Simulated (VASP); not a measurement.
Set up this calculation in VASP 6.6.1, as the native input.

| Property | Result |
| --- | --- |
| Task | single point |
| Functional | PBE |
| Potentials or basis | VASP PAW PBE potentials, release 64 (Ga_d, Mo_sv) |
| Cutoff | 520 eV |
| k mesh | 6 × 6 × 6 |
| Occupations | gaussian, width 0.2 eV |
| Spin | no spin polarisation |
| Dipole correction | no |
| Further INCAR settings | ALGO = Normal; EDIFF = 1e-06; NBANDS = 20 |

The structure of GaMo lies in POSCAR:

```
GaMo
1.0
    0.0000000000      2.8446771636      2.8446771636
    2.8446771636      0.0000000000      2.8446771636
    2.8446771636      2.8446771636      0.0000000000
Ga Mo
1 1
Direct
    0.0000000000      0.0000000000      0.0000000000
    0.7500000000      0.7500000000      0.7500000000
```

One way to write it, as run:

INCAR

```
ALGO     = Normal         # electronic algorithm
EDIFF    = 1E-6           # SCF threshold, eV
ENCUT    = 520            # plane-wave cutoff, eV
GGA      = PE             # functional
ISIF     = 2              # what is computed and relaxed
ISMEAR   = 0              # smearing method
LASPH    = T              # aspherical terms in the spheres
LCHARG   = T              # write CHGCAR
LELF     = T              # ELF
LREAL    = F              # projectors in reciprocal space
LVHAR    = T            
LWAVE    = F              # write WAVECAR
NBANDS   = 20             # bands
NELM     = 100            # most SCF steps
PREC     = Accurate       # precision mode
SIGMA    = 0.2            # smearing width, eV
```

KPOINTS

```
k-points
0
Gamma
  6 6 6
```

Potentials or basis: VASP PAW PBE potentials, release 64 (Ga_d, Mo_sv).

Command:

```sh
$ cat potpaw_PBE.64/Ga_d/POTCAR potpaw_PBE.64/Mo_sv/POTCAR > POTCAR
$ mpirun -np 1 vasp_std > vasp.out
```

It gave:

```yaml
Pressure: 0.8 GPa
```

It took 16 s on 1 thread of Intel(R) Xeon(R) Platinum 8375C CPU @ 2.90GHz (Ice Lake) (shared host), peak memory 0.17 GiB.
